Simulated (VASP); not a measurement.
Wanted: the native input for a VASP 6.6.1 run.

* Task: single point
* Functional: PBE
* Potentials or basis: VASP PAW PBE potentials, release 64 (Fe)
* Cutoff: 520 eV
* k mesh: 17 × 17 × 17
* Occupations: fermi-dirac, width 0.136057 eV
* Spin: no spin polarisation
* Dipole correction: no
* Further INCAR settings: ALGO = Normal; EDIFF = 1e-07; NBANDS = 10

The structure of Fe lies in POSCAR:

```
Fe
1.0
   -1.3814299398      1.3814299398      1.3814299398
    1.3814299398     -1.3814299398      1.3814299398
    1.3814299398      1.3814299398     -1.3814299398
Fe
1
Direct
    0.0000000000      0.0000000000      0.0000000000
```

One way to write it, as run:

INCAR

```
SYSTEM = Fe
  PREC = Accurate
  ENCUT = 520
  EDIFF = 1E-7
  ISMEAR = -1
  SIGMA = 0.13605693000000002
  LREAL = .False.
  LASPH = .True.
  NELM = 100
  ALGO = Normal
  ISIF = 2
  LWAVE = .False.
  LCHARG = .False.
  GGA = PE
  NBANDS = 10
```

KPOINTS

```
Automatic mesh
0
Gamma
  17 17 17
  0 0 0
```

Potentials or basis: VASP PAW PBE potentials, release 64 (Fe).

The run is started by

```sh
$ cat potpaw_PBE.64/Fe/POTCAR > POTCAR
$ mpirun -np 1 vasp_std > vasp.out
```

It gave:

The pressure is 0.1 GPa. The band gap on the k mesh is zero (band 4 reaches 7.65 eV, above the bottom of band 5 at 5.66 eV).

Caveat: the run has no spin polarisation, though such a crystal can be magnetic.

Wall time 6.3 s on 1 thread of Intel(R) Xeon(R) 6975P-C (Granite Rapids), with other jobs on the host, peak memory 0.13 GiB.
